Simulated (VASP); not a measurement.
# CdF3 (Pmmn) in VASP: further runs, part 2 of 2

VASP 6.6.1.

## (3) Single point, PBE

This run uses another cell than the first one, of 16.61 Å³/atom, 1.041 times its volume.

INCAR

```
PREC = Accurate
ENCUT = 520
EDIFF = 1E-6
ISMEAR = 0
SIGMA = 0.1
LREAL = False
LASPH = True
NELM = 100
ALGO = Normal
ISIF = 2
LWAVE = False
LCHARG = False
GGA = PE
NBANDS = 43
```

KPOINTS

```
Automatic mesh
0
Gamma
  4 4 4
```

POSCAR

```
CdF3
1.0
    3.9435295300      0.0000000000      0.0000000000
    0.0000000000      6.5130785700      0.0000000000
    0.0000000000      0.0000000000      5.1726409300
Cd F
2 6
Direct
    0.5000000000      0.0000000000      0.0984599900
    0.0000000000      0.5000000000      0.9015400100
    0.7516611900      0.0000000000      0.3126189600
    0.2483388100      0.0000000000      0.3126189600
    0.2516611900      0.5000000000      0.6873810400
    0.7483388100      0.5000000000      0.6873810400
    0.5000000000      0.0000000000      0.5713785100
    0.0000000000      0.5000000000      0.4286214900
```

Potentials or basis: VASP PAW PBE potentials, release 64 (Cd, F).

On the command line:

```sh
> cat potpaw_PBE.64/Cd/POTCAR potpaw_PBE.64/F/POTCAR > POTCAR
> mpirun -np 1 vasp_std > vasp.out
```

OUTCAR:

```text
PREC = Accurate
   ENCUT = 520
   EDIFF = 1E-6
   ISMEAR = 0
   LREAL = False
   LASPH = True
   NELM = 100
   ISIF = 2
   GGA = PE

 ion  position               nearest neighbor table
   1  0.500  0.000  0.098-   3 1.49   4 1.49   7 2.45   7 2.73
   2  0.000  0.500  0.902-   5 1.49   6 1.49   8 2.45   8 2.73
   3  0.752  0.000  0.313-   1 1.49   7 1.67
   4  0.248  0.000  0.313-   1 1.49   7 1.67
   5  0.252  0.500  0.687-   2 1.49   8 1.67
   6  0.748  0.500  0.687-   2 1.49   8 1.67
   7  0.500  0.000  0.571-   3 1.67   4 1.67   1 2.45   1 2.73
   8  0.000  0.500  0.429-   5 1.67   6 1.67   2 2.45   2 2.73

  LATTYP: Found a simple orthorhombic cell.
 ALAT       =     3.9435295300
 B/A-ratio  =     1.3116780008
 C/A-ratio  =     1.6515861034

  Lattice vectors:

 A1 = (  -3.9435295300,   0.0000000000,   0.0000000000)
 A2 = (   0.0000000000,   0.0000000000,   5.1726409300)
 A3 = (   0.0000000000,   6.5130785700,   0.0000000000)

Analysis of symmetry for initial positions (statically):
=====================================================================
 Subroutine PRICEL returns:
 Original cell was already a primitive cell.

 Routine SETGRP: Setting up the symmetry group for a
 simple orthorhombic supercell.

 Subroutine GETGRP returns: Found  8 space group operations
 (whereof  4 operations were pure point group operations)
 out of a pool of  8 trial point group operations.

The static configuration has the point symmetry C_2v.
 The point group associated with its full space group is D_2h.

Analysis of symmetry for dynamics (positions and initial velocities):
=====================================================================
 Subroutine PRICEL returns:
 Original cell was already a primitive cell.

[... 141 lines left out ...]
  volume/ion in A,a.u.               =      16.61       112.07
  Fermi-wavevector in a.u.,A,eV,Ry     =   1.296567  2.450156 22.872556  1.681085
  Thomas-Fermi vector in A             =   2.428015
   LORBIT       =      0    0 simple, 1 ext, 2 COOP (PROOUT), +10 PAW based schemes
   GGA     = PE    functional components
   LHFCALC =     F    Hartree Fock is set to
   AEXX    =    0.0000 exact exchange contribution
   IVDW    =     0    specifies the selected vdW correction
   LEPSILON=     F    determine dielectric tensor
   LRPA    =     F    only Hartree local field effects (RPA)
 non-spin polarized calculation
 Gauss-broadening in eV      SIGMA  =   0.10
  energy-cutoff  :      520.00
  volume of cell :      132.86
 maximum number of plane-waves:      3606
 NGX is ok and might be reduce to    30
   NGX = 15   NGY = 25   NGZ = 19

 number of electron      65.9999979 magnetization

 Free energy of the ion-electron system (eV)
  ---------------------------------------------------
  ext. energy  EPLUGINS =         0.00000000
  ---------------------------------------------------
  free energy    TOTEN  =        16.88982887 eV

  energy without entropy =       16.91051387  energy(sigma->0) =       16.90017137

 E-fermi :  -0.3005     XC(G=0):  -8.4196

 val. band max:       -0.3086724102   @ k =   0.5000   0.0000   0.2500
 cond. band min:      -0.1732906625   @ k =   0.0000   0.0000   0.0000
 fundamental gap:      0.1353817477
 Fermi energy:        -0.3004660172

 k-point     1 :       0.0000    0.0000    0.0000
  band No.  band energies     occupation
      1     -27.6948      2.00000
      2     -27.6734      2.00000
      3     -26.2097      2.00000
      4     -26.2069      2.00000
      5     -21.7372      2.00000
      6     -21.7263      2.00000
[... 1093 lines left out ...]
     42       8.6879      0.00000
     43       9.8372      0.00000

 [... further k-points ...]

------------------------ aborting loop because EDIFF is reached ----------------------------------------

  FORCE on cell =-STRESS in cart. coord.  units (eV):
  Direction    XX          YY          ZZ          XY          YZ          ZX
  --------------------------------------------------------------------------------------
  -------------------------------------------------------------------------------------
  Total      135.4800105     -0.1029061    151.1008768      0.0000000      0.0000000      0.0000000
  in kB     1633.8119097     -1.2409888   1822.1906774      0.0000000      0.0000000      0.0000000
  external PRESSURE =    1151.5871994 kB  Pullay stress =       0.0000000 kB

 VOLUME and BASIS-vectors are now :
 -----------------------------------------------------------------------------
  energy-cutoff  :      520.00
  volume of cell :      132.86
      direct lattice vectors                 reciprocal lattice vectors
     3.943529530  0.000000000  0.000000000     0.253579945  0.000000000  0.000000000
     0.000000000  6.513078570  0.000000000     0.000000000  0.153537223  0.000000000
     0.000000000  0.000000000  5.172640930     0.000000000  0.000000000  0.193324844

 POSITION                                       TOTAL-FORCE (eV/Angst)
 -----------------------------------------------------------------------------------
      1.97176      0.00000      0.50930         0.000000      0.000000    -57.142957
      0.00000      3.25654      4.66334         0.000000      0.000000     57.142957
      2.96420      0.00000      1.61707        29.332552      0.000000     21.459595
      0.97933      0.00000      1.61707       -29.332552      0.000000     21.459595
      0.99243      3.25654      3.55558        29.332552      0.000000    -21.459595
      2.95110      3.25654      3.55558       -29.332552      0.000000    -21.459595
      1.97176      0.00000      2.95554         0.000000      0.000000     14.620424
      0.00000      3.25654      2.21711         0.000000      0.000000    -14.620424
 -----------------------------------------------------------------------------------
    total drift:                                0.000000     -0.000000      0.000000

  FREE ENERGIE OF THE ION-ELECTRON SYSTEM (eV)
  ---------------------------------------------------
  free  energy   TOTEN  =        16.8898288743 eV

  energy  without entropy=       16.9105138727  energy(sigma->0) =       16.90017137
```

OSZICAR:

```text
N       E                     dE             d eps       ncg     rms          rms(c)
DAV:   1     0.650814885751E+03    0.65081E+03   -0.37321E+04  2322   0.149E+03
DAV:   2     0.518469239181E+02   -0.59897E+03   -0.56550E+03  2663   0.406E+02
DAV:   3     0.667881131228E+01   -0.45168E+02   -0.44689E+02  2506   0.123E+02
DAV:   4     0.624126152830E+01   -0.43755E+00   -0.43719E+00  2533   0.125E+01
DAV:   5     0.623754320217E+01   -0.37183E-02   -0.37181E-02  2497   0.102E+00    0.983E+01
DAV:   6     0.148068634763E+02    0.85693E+01   -0.27949E+01  3341   0.908E+01    0.818E+01
DAV:   7     0.128649729572E+02   -0.19419E+01   -0.22940E+01  2722   0.494E+01    0.250E+01
DAV:   8     0.169321061640E+02    0.40671E+01   -0.50342E+00  2955   0.313E+01    0.704E+00
DAV:   9     0.168222434222E+02   -0.10986E+00   -0.18420E+00  2412   0.847E+00    0.274E+00
DAV:  10     0.168677053583E+02    0.45462E-01   -0.29179E-01  2619   0.506E+00    0.188E+00
DAV:  11     0.168833419502E+02    0.15637E-01   -0.50463E-02  2411   0.205E+00    0.758E-01
DAV:  12     0.168902898949E+02    0.69479E-02   -0.16928E-02  2574   0.152E+00    0.672E-01
DAV:  13     0.168898980210E+02   -0.39187E-03   -0.32631E-03  2376   0.363E-01    0.933E-02
DAV:  14     0.168897655414E+02   -0.13248E-03   -0.53881E-04  2541   0.212E-01    0.106E-01
DAV:  15     0.168898294321E+02    0.63891E-04   -0.10734E-04  2589   0.103E-01    0.274E-02
DAV:  16     0.168898293607E+02   -0.71389E-07   -0.43807E-05  2421   0.458E-02    0.250E-02
DAV:  17     0.168898288743E+02   -0.48639E-06   -0.26682E-06  2132   0.123E-02
   1 F= 0.16889829E+02 E0= 0.16900171E+02  d E =-.206850E-01
```

stdout:

```text
POSCAR found type information on POSCAR CdF
 POSCAR found :  2 types and       8 ions
 scaLAPACK will be used
 LDA part: xc-table for (Slater+PW92), standard interpolation
 POSCAR, INCAR and KPOINTS ok, starting setup
 FFT: planning ... GRIDC
 FFT: planning ... GRID_SOFT
 FFT: planning ... GRID
 WAVECAR not read
 entering main loop
```

It took 4.3 min on 1 thread of Oxide Virtual Turin-like, shared host; peak memory 0.25 GiB.

Results:

```
Free energy            : 16.8898 eV
Pressure               : 115.2 GPa
Largest force          : 57.143 eV/Å
Band gap on the k mesh : zero (band 33 reaches 0.19 eV, above the bottom of band 34 at -0.81 eV)
```

Forces in eV/Å, atoms in the order of the input:
```
Cd    0.000   0.000 -57.143
Cd    0.000   0.000  57.143
F    29.333   0.000  21.460
F   -29.333   0.000  21.460
F    29.333   0.000 -21.460
F   -29.333   0.000 -21.460
F     0.000   0.000  14.620
F     0.000   0.000 -14.620
```

Stress tensor (GPa, compression positive):
```
163.38   0.00   0.00
  0.00  -0.12   0.00
  0.00   0.00 182.22
```

Caveat: the k points lie up to 0.40 Å⁻¹ apart; forces of over 1 eV/Å act on the atoms, so gaps and moduli don't describe the material at rest.

## (4) Single point, PBE

INCAR

```
ALGO = Normal
EDIFF = 1E-6
ENCUT = 520
GGA = PE
ISIF = 2
ISMEAR = 0
LASPH = True
LCHARG = True
LELF = True
LREAL = False
LVHAR = True
LWAVE = False
NBANDS = 43
NELM = 60
PREC = Accurate
SIGMA = 0.1
```

KPOINTS

```
k-points
0
Gamma
  6 4 4
```

POSCAR

```
CdF3
1.0
    3.7370631905      0.0000000000      0.0000000000
    0.0000000000      5.4877171654      0.0000000000
    0.0000000000      0.0000000000      6.2226295297
Cd F
2 6
Direct
    0.0000000000      0.5000000000      0.1510396411
    0.5000000000      0.0000000000      0.8489603589
    0.0000000000      0.7555922238      0.8538430837
    0.0000000000      0.2444077762      0.8538430837
    0.5000000000      0.2555922238      0.1461569163
    0.5000000000      0.7444077762      0.1461569163
    0.0000000000      0.5000000000      0.4833323230
    0.5000000000      0.0000000000      0.5166676770
```

Potentials or basis: VASP PAW PBE potentials, release 64 (Cd, F).

On the command line:

```sh
> cat potpaw_PBE.64/Cd/POTCAR potpaw_PBE.64/F/POTCAR > POTCAR
> mpirun -np 1 vasp_std > vasp.out
```

OUTCAR:

```text
EDIFF = 1E-6
   ENCUT = 520
   GGA = PE
   ISIF = 2
   ISMEAR = 0
   LASPH = True
   LREAL = False
   NELM = 60
   PREC = Accurate

 ion  position               nearest neighbor table
   1  0.000  0.500  0.151-   7 2.07   6 2.30   5 2.30   5 2.30   6 2.30   4 2.32   3 2.32
   2  0.500  0.000  0.849-   8 2.07   4 2.30   3 2.30   3 2.30   4 2.30   6 2.32   5 2.32
   3  0.000  0.756  0.854-   2 2.30   2 2.30   1 2.32
   4  0.000  0.244  0.854-   2 2.30   2 2.30   1 2.32
   5  0.500  0.256  0.146-   1 2.30   1 2.30   2 2.32
   6  0.500  0.744  0.146-   1 2.30   1 2.30   2 2.32
   7  0.000  0.500  0.483-   1 2.07
   8  0.500  0.000  0.517-   2 2.07

  LATTYP: Found a simple orthorhombic cell.
 ALAT       =     3.7370631905
 B/A-ratio  =     1.4684571509
 C/A-ratio  =     1.6651122051

  Lattice vectors:

 A1 = (   3.7370631905,   0.0000000000,   0.0000000000)
 A2 = (   0.0000000000,   5.4877171654,   0.0000000000)
 A3 = (   0.0000000000,   0.0000000000,   6.2226295297)

Analysis of symmetry for initial positions (statically):
[... 195 lines left out ...]
 k-point     1 :       0.0000    0.0000    0.0000
  band No.  band energies     occupation
      1     -24.3029      2.00000
      2     -23.9159      2.00000
      3     -23.8049      2.00000
      4     -23.4879      2.00000
      5     -23.2624      2.00000
      6     -23.2025      2.00000
[... 1093 lines left out ...]
     42       9.0081      0.00000
     43      11.4198      0.00000

 [... further k-points ...]

------------------------ aborting loop because EDIFF is reached ----------------------------------------

  FORCE on cell =-STRESS in cart. coord.  units (eV):
  Direction    XX          YY          ZZ          XY          YZ          ZX
  --------------------------------------------------------------------------------------
  -------------------------------------------------------------------------------------
  Total        0.2853511      0.5001717      0.6454063      0.0000000      0.0000000      0.0000000
  in kB        3.5825641      6.2796239      8.1030341      0.0000000      0.0000000      0.0000000
  external PRESSURE =       5.9884074 kB  Pullay stress =       0.0000000 kB

 VOLUME and BASIS-vectors are now :
 -----------------------------------------------------------------------------
  energy-cutoff  :      520.00
  volume of cell :      127.61
      direct lattice vectors                 reciprocal lattice vectors
     3.737063190  0.000000000  0.000000000     0.267589802  0.000000000  0.000000000
     0.000000000  5.487717165  0.000000000     0.000000000  0.182225135  0.000000000
     0.000000000  0.000000000  6.222629530     0.000000000  0.000000000  0.160703766

 POSITION                                       TOTAL-FORCE (eV/Angst)
 -----------------------------------------------------------------------------------
      0.00000      2.74386      0.93986         0.000000      0.000000     -0.116093
      1.86853      0.00000      5.28277         0.000000      0.000000      0.116093
      0.00000      4.14648      5.31315         0.000000     -0.027421     -0.032590
      0.00000      1.34124      5.31315         0.000000      0.027421     -0.032590
      1.86853      1.40262      0.90948        -0.000000     -0.027421      0.032590
      1.86853      4.08510      0.90948         0.000000      0.027421      0.032590
      0.00000      2.74386      3.00760         0.000000      0.000000      0.204104
      1.86853      0.00000      3.21503         0.000000      0.000000     -0.204104
 -----------------------------------------------------------------------------------
    total drift:                                0.000000      0.000000      0.000000

  FREE ENERGIE OF THE ION-ELECTRON SYSTEM (eV)
  ---------------------------------------------------
  free  energy   TOTEN  =       -23.3590744463 eV

  energy  without entropy=      -23.2516906755  energy(sigma->0) =      -23.30538256
```

OSZICAR:

```text
N       E                     dE             d eps       ncg     rms          rms(c)
DAV:   1     0.558002793623E+03    0.55800E+03   -0.37066E+04  3104   0.150E+03
DAV:   2     0.702626949314E+01   -0.55098E+03   -0.53530E+03  3442   0.398E+02
DAV:   3    -0.281444912653E+02   -0.35171E+02   -0.34495E+02  3561   0.107E+02
[... 11 lines left out ...]
DAV:  15    -0.233590384038E+02    0.25750E-03   -0.43585E-03  3132   0.514E-01    0.863E-02
DAV:  16    -0.233592003750E+02   -0.16197E-03   -0.75802E-04  3528   0.157E-01    0.185E-01
DAV:  17    -0.233590283021E+02    0.17207E-03   -0.15361E-04  3185   0.889E-02    0.406E-02
DAV:  18    -0.233590670270E+02   -0.38725E-04   -0.11532E-05  3182   0.248E-02    0.228E-02
DAV:  19    -0.233590742219E+02   -0.71949E-05   -0.12150E-05  3156   0.184E-02    0.196E-02
DAV:  20    -0.233590744463E+02   -0.22436E-06   -0.24592E-06  2147   0.114E-02
   1 F= -.23359074E+02 E0= -.23305383E+02  d E =-.107384E+00
```

It took 6.4 min on 1 thread of Oxide Virtual Turin-like, shared host; peak memory 0.27 GiB.

What came out:

| Property | Result |
| --- | --- |
| Free energy | -23.3591 eV |
| Pressure | 0.6 GPa |
| Largest force | 0.204 eV/Å |
| Band gap on the k mesh | zero (band 33 reaches -3.60 eV, above the bottom of band 34 at -3.87 eV) |

Forces in eV/Å, atoms in the order of the input:
```
Cd   0.000  0.000 -0.116
Cd   0.000  0.000  0.116
F    0.000 -0.027 -0.033
F    0.000  0.027 -0.033
F    0.000 -0.027  0.033
F    0.000  0.027  0.033
F    0.000  0.000  0.204
F    0.000  0.000 -0.204
```

## (5) Summary

| cell | k mesh | gap on the mesh (eV) | pressure (GPa) | largest force (eV/Å) |
| --- | --- | --- | --- | --- |
| a = 5.488, b = 3.737, c = 6.223 Å, 8 atoms | 4 × 4 × 4 | none | 0.6 | 0.20 |
| a = 3.944, b = 6.513, c = 5.173 Å, 8 atoms | 4 × 4 × 4 | none | 115.2 | 57.14 |
| a = 3.737, b = 5.488, c = 6.223 Å, 8 atoms | 6 × 4 × 4 | none | 0.6 | 0.20 |

Alike in all rows: task single point; level PBE; potentials or basis VASP PAW PBE potentials, release 64 (Cd, F); no spin polarisation; cutoff (eV) 520; smearing gaussian 0.1 eV.

Caveats: some runs use coarse meshes; forces of over 1 eV/Å act on the atoms, so gaps and moduli don't describe the material at rest (some runs).

Absolute energies hang on the potentials; compare differences alone.
